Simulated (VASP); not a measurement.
# K in VASP: single point with PBE

Aim: the single point of K with PBE.

All numbers are computed with VASP 6.6.1; they aren't measurements. Logs are shortened: lines on timing, memory, paths and dates and some standing lists are left out, and cuts for length are marked.

## Step 1: The cell of the first run

The cell holds a slab with vacuum, 5 atoms: a = 4.797 Å, b = 6.784 Å, c = 29.594 Å, α = 90.00°, β = 90.00°, γ = 90.00°.

## Step 2: Single point, PBE

Contents of INCAR:

```
SYSTEM = K
ALGO = Normal
DIPOL = 0.5 0.5 0.496
EDIFF = 1E-6
ENCUT = 520
GGA = PE
IDIPOL = 3
ISIF = 2
ISMEAR = 0
LASPH = .TRUE.
LCHARG = .FALSE.
LDIPOL = .TRUE.
LREAL = .FALSE.
LWAVE = .FALSE.
NBANDS = 30
NELM = 80
PREC = Accurate
SIGMA = 0.1
```

Contents of KPOINTS:

```
k-points
0
G
  6 4 1
  0 0 0
```

Contents of POSCAR:

```
K
1.0
    4.7968325400      0.0000000000      0.0000000000
    0.0000000000      6.7837456400      0.0000000000
    0.0000000000      0.0000000000     29.5936650341
K
5
Direct
    0.5000000000      0.5000000000      0.3379101571
    0.0000000000      0.0000000000      0.4189550785
    0.5000000000      0.5000000000      0.4953872784
    0.0000000000      0.0000000000      0.5754721242
    0.5000000000      0.5000000000      0.6508597506
```

Potentials or basis: VASP PAW PBE potentials, release 64 (K_sv).

The run is started by

```
> cat potpaw_PBE.64/K_sv/POTCAR > POTCAR
> mpirun -np 1 vasp_std > vasp.out
```

OUTCAR:

```text
SYSTEM = K
   EDIFF = 1E-6
   ENCUT = 520
   GGA = PE
   ISIF = 2
   ISMEAR = 0
   LASPH = .TRUE.
   LREAL = .FALSE.
   NELM = 80
   PREC = Accurate

 ion  position               nearest neighbor table
   1  0.500  0.500  0.338-
   2  0.000  0.000  0.419-
   3  0.500  0.500  0.495-
   4  0.000  0.000  0.575-
   5  0.500  0.500  0.651-

  LATTYP: Found a simple orthorhombic cell.
 ALAT       =     4.7968325400
 B/A-ratio  =     1.4142135635
 C/A-ratio  =     6.1694180039

  Lattice vectors:

 A1 = (   4.7968325400,   0.0000000000,   0.0000000000)
 A2 = (   0.0000000000,   6.7837456400,   0.0000000000)
 A3 = (   0.0000000000,   0.0000000000,  29.5936650341)

Analysis of symmetry for initial positions (statically):
=====================================================================
 Subroutine PRICEL returns:
 Original cell was already a primitive cell.

 Routine SETGRP: Setting up the symmetry group for a
 simple orthorhombic supercell.

 Subroutine GETGRP returns: Found  4 space group operations
 (whereof  4 operations were pure point group operations)
 out of a pool of  8 trial point group operations.

The static configuration has the point symmetry C_2v.

Analysis of symmetry for dynamics (positions and initial velocities):
=====================================================================
 Subroutine PRICEL returns:
 Original cell was already a primitive cell.

 Routine SETGRP: Setting up the symmetry group for a
 simple orthorhombic supercell.

 Subroutine GETGRP returns: Found  4 space group operations
 (whereof  4 operations were pure point group operations)
 out of a pool of  8 trial point group operations.

The dynamic configuration has the point symmetry C_2v.

 Subroutine INISYM returns: Found  4 space group operations
 (whereof  4 operations are pure point group operations),
 and found     1 'primitive' translations

----------------------------------------------------------------------------------------

                                     Primitive cell

  volume of cell :     962.9924

  direct lattice vectors                    reciprocal lattice vectors
     4.796832540  0.000000000  0.000000000     0.208470901  0.000000000  0.000000000
     0.000000000  6.783745640  0.000000000     0.000000000  0.147411187  0.000000000
     0.000000000  0.000000000 29.593665034     0.000000000  0.000000000  0.033791016

  length of vectors
     4.796832540  6.783745640 29.593665034     0.208470901  0.147411187  0.033791016

[... 81 lines left out ...]
   POTIM  = 0.5000    time-step for ionic-motion
   TEBEG  =    0.0;   TEEND  =   0.0 temperature during run
   PSTRESS=    0.0 pullay stress
   NELECT =      45.0000    total number of electrons
   NUPDOWN=      -1.0000    fix difference up-down
   EMIN   =  10.00;   EMAX   =-10.00  energy-range for DOS
   EFERMI =   0.00;   METHOD = LEGACY
   ISMEAR =     0;   SIGMA  =   0.10  broadening in eV -4-tet -1-fermi 0-gaus
   EFERMI_NEDOS =   21; number of points for ismear=-14 and -15
   IALGO  =     38    algorithm
   IMIX   =      4    mixing-type and parameters
     AMIX     =   0.40;   BMIX     =  1.00
     AMIX_MAG =   1.60;   BMIX_MAG =  1.00
  volume/ion in A,a.u.               =     192.60      1299.72
  Fermi-wavevector in a.u.,A,eV,Ry     =   0.589664  1.114304  4.730797  0.347704
  Thomas-Fermi vector in A             =   1.637406
   LORBIT       =      0    0 simple, 1 ext, 2 COOP (PROOUT), +10 PAW based schemes
   GGA     = PE    functional components
   LHFCALC =     F    Hartree Fock is set to
   AEXX    =    0.0000 exact exchange contribution
   IVDW    =     0    specifies the selected vdW correction
   LEPSILON=     F    determine dielectric tensor
   LRPA    =     F    only Hartree local field effects (RPA)
 non-spin polarized calculation
 Gauss-broadening in eV      SIGMA  =   0.10
  energy-cutoff  :      520.00
  volume of cell :      962.99
 maximum number of plane-waves:     26040
 NGX is ok and might be reduce to    36
   NGX = 17   NGY = 25   NGZ =111

 dipolmoment           0.000000      0.000000     -0.035985 electrons x Angstroem

 number of electron      45.0000005 magnetization

 dipolmoment           0.000000      0.000000      0.001827 electrons x Angstroem

 Free energy of the ion-electron system (eV)
  ---------------------------------------------------
  ext. energy  EPLUGINS =         0.00000000
  ---------------------------------------------------
  free energy    TOTEN  =        -4.75774748 eV

  energy without entropy =       -4.73976770  energy(sigma->0) =       -4.74875759

 E-fermi :  -1.4094     XC(G=0):  -2.7199

 val. band max:       -1.4236530696   @ k =   0.5000   0.2500   0.0000
 cond. band min:      -1.4050884711   @ k =   0.5000   0.2500   0.0000
 fundamental gap:      0.0185645985
 Fermi energy:        -1.4093648608

 k-point     1 :       0.0000    0.0000    0.0000
  band No.  band energies     occupation
      1     -33.9038      2.00000
      2     -33.8879      2.00000
      3     -33.5698      2.00000
      4     -33.5672      2.00000
      5     -33.5616      2.00000
      6     -17.3923      2.00000
[... 385 lines left out ...]
     29       0.1553      0.00000
     30       0.2452      0.00000

------------------------ aborting loop because EDIFF is reached ----------------------------------------

 vacuum level on the upper side and lower side of the slab       (xc-potential included)        -0.165        -0.183

  FORCE on cell =-STRESS in cart. coord.  units (eV):
  Direction    XX          YY          ZZ          XY          YZ          ZX
  --------------------------------------------------------------------------------------
  -------------------------------------------------------------------------------------
  Total       -0.4297646     -0.9367269     -0.0765264      0.0000000      0.0000000      0.0000000
  in kB       -0.7150203     -1.5584781     -0.1273207      0.0000000      0.0000000      0.0000000
  external PRESSURE =      -0.8002730 kB  Pullay stress =       0.0000000 kB

 VOLUME and BASIS-vectors are now :
 -----------------------------------------------------------------------------
  energy-cutoff  :      520.00
  volume of cell :      962.99
      direct lattice vectors                 reciprocal lattice vectors
     4.796832540  0.000000000  0.000000000     0.208470901  0.000000000  0.000000000
     0.000000000  6.783745640  0.000000000     0.000000000  0.147411187  0.000000000
     0.000000000  0.000000000 29.593665034     0.000000000  0.000000000  0.033791016

 POSITION                                       TOTAL-FORCE (eV/Angst)
 -----------------------------------------------------------------------------------
      2.39842      3.39187     10.00000         0.000000      0.000000      0.025318
      0.00000      0.00000     12.39842         0.000000      0.000000     -0.030132
      2.39842      3.39187     14.66033         0.000000      0.000000      0.003010
      0.00000      0.00000     17.03033         0.000000      0.000000      0.001780
      2.39842      3.39187     19.26133         0.000000      0.000000      0.000024
 -----------------------------------------------------------------------------------
    total drift:                                0.000000      0.000000     -0.000302

  FREE ENERGIE OF THE ION-ELECTRON SYSTEM (eV)
  ---------------------------------------------------
  free  energy   TOTEN  =        -4.7577474838 eV

  energy  without entropy=       -4.7397676959  energy(sigma->0) =       -4.74875759

 vacuum level on the upper side and lower side of the slab         0.734         0.722
```

OSZICAR:

```text
N       E                     dE             d eps       ncg     rms          rms(c)
DAV:   1     0.360828585598E+03    0.36083E+03   -0.16433E+04   872   0.102E+03
DAV:   2     0.361960686623E+02   -0.32463E+03   -0.32066E+03   884   0.273E+02
DAV:   3    -0.300753428884E+01   -0.39204E+02   -0.39041E+02  1042   0.773E+01
DAV:   4    -0.491896850197E+01   -0.19114E+01   -0.19036E+01  1060   0.198E+01
[... 15 lines left out ...]
DAV:  20    -0.475774239497E+01   -0.39715E-05   -0.80857E-07   588   0.165E-03    0.550E-04
DAV:  21    -0.475774407961E+01   -0.16846E-05   -0.34887E-07   596   0.897E-04    0.317E-04
DAV:  22    -0.475774547869E+01   -0.13991E-05   -0.13155E-07   576   0.704E-04    0.146E-04
DAV:  23    -0.475774651354E+01   -0.10349E-05   -0.52574E-08   532   0.444E-04    0.134E-04
DAV:  24    -0.475774748380E+01   -0.97026E-06   -0.38074E-08   514   0.308E-04
   1 F= -.47577475E+01 E0= -.47487576E+01  d E =-.179798E-01
```

stdout:

```text
POSCAR found type information on POSCAR K
 POSCAR found :  1 types and       5 ions
 scaLAPACK will be used
 LDA part: xc-table for (Slater+PW92), standard interpolation
 POSCAR, INCAR and KPOINTS ok, starting setup
 FFT: planning ... GRIDC
 FFT: planning ... GRID_SOFT
 FFT: planning ... GRID
 WAVECAR not read
 entering main loop
```

It took 12 min on 1 thread of Intel Xeon Platinum 8375C at 2.90GHz (Ice Lake), shared host; peak memory 0.86 GiB.

Results:

* Free energy: -4.7577 eV
* Largest force: 0.030 eV/Å
* Band gap on the k mesh: zero (an odd number of electrons rules out a gap without spin polarisation)

Forces on the atoms (eV/Å):
```
K    0.000  0.000  0.025
K    0.000  0.000 -0.030
K    0.000  0.000  0.003
K    0.000  0.000  0.002
K    0.000  0.000  0.000
```
